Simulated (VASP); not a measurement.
KNaCl2, 4 atoms in the cell. The structure is trigonal, space group R-3m (No. 166). Conventional cell: a = 4.110 Å, b = 4.110 Å, c = 21.161 Å, α = 90.00°, β = 90.00°, γ = 120.00°. K (site symmetry -3m) has 6 Cl at 3.08 Å and 6 K at 4.11 Å and 6 Na at 4.25 Å within 4.3 Å. Within 3.7 Å of Na (site symmetry -3m) lie 6 Cl at 2.84 Å. Cl (site symmetry 3m) has 3 Na at 2.84 Å and 3 K at 3.08 Å within 3.7 Å.  This cell differs from its parent crystal: strain -0.015 along x and y, +0.015 along z.

* Program: VASP 6.6.1
* Task: single point
* Functional: PBEsol
* Potentials or basis: VASP PAW PBE potentials, release 64 (K_sv, Na_pv, Cl)
* Cutoff: 520 eV
* k mesh: 6 × 6 × 6
* Occupations: gaussian, width 0.05 eV
* Spin: no spin polarisation
* Dipole correction: no
* Further INCAR settings: ALGO = Normal; EDIFF = 1e-07; NBANDS = 23

Potentials or basis: VASP PAW PBE potentials, release 64 (K_sv, Na_pv, Cl).

Run with:

```bash
$ cat potpaw_PBE.64/K_sv/POTCAR potpaw_PBE.64/Na_pv/POTCAR potpaw_PBE.64/Cl/POTCAR > POTCAR
$ mpirun -np 1 vasp_std > vasp.out
```

Hardware: 1 thread of Intel(R) Xeon(R) 6975P-C (Granite Rapids), with other jobs on the host.

Problem. How long does it take, and how much memory?

Solution. Run time: 120 s on 1 thread of Intel(R) Xeon(R) 6975P-C (Granite Rapids), on a shared host, peak memory 0.42 GiB. Counts: scf iterations 15, k points 32.
